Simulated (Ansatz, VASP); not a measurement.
# Cu: VASP beside Ansatz

```
Cu
1.0
    -1.46310    1.46310    1.30755
     1.46310   -1.46310    1.30755
     1.46310    1.46310   -1.30755
Cu
1
Direct
  0.00000 0.00000 0.00000
```

Alike in both runs: task single point; functional LDA; k mesh 22 × 22 × 22; occupations gaussian, width 0.15 eV; no spin polarisation.

|  | VASP | Ansatz |
| --- | --- | --- |
| version | VASP 6.6.1 | Ansatz 0.2.0 |
| potentials or method | VASP PAW LDA potentials, release 64 (Cu), cutoff 520 eV | scalar-relativistic, plane waves, PAW |
| valence electrons in the cell | 11 | 19 |

VASP gave:

```
gap on the k mesh at the Fermi level (eV)                     : none
pressure (GPa)                                                : -2.8
traceless stress, the component that is largest in VASP (GPa) : 0.80
```

Q: What did Ansatz give for the same quantities?

A: gap on the k mesh at the Fermi level (eV): none; pressure (GPa): -4.0; traceless stress, the component that is largest in VASP (GPa): 0.73.

Ansatz warns that its potentials were made for another functional, while VASP's fit it. LDA's correlation is that of Perdew and Zunger in VASP and of Perdew and Wang (1992) in Ansatz. A gap of «none» marks a metal or a gap that the smearing closes. VASP's potentials hold 11 valence electrons a cell and Ansatz's 19, so a difference there can come from the potentials and not from the codes.
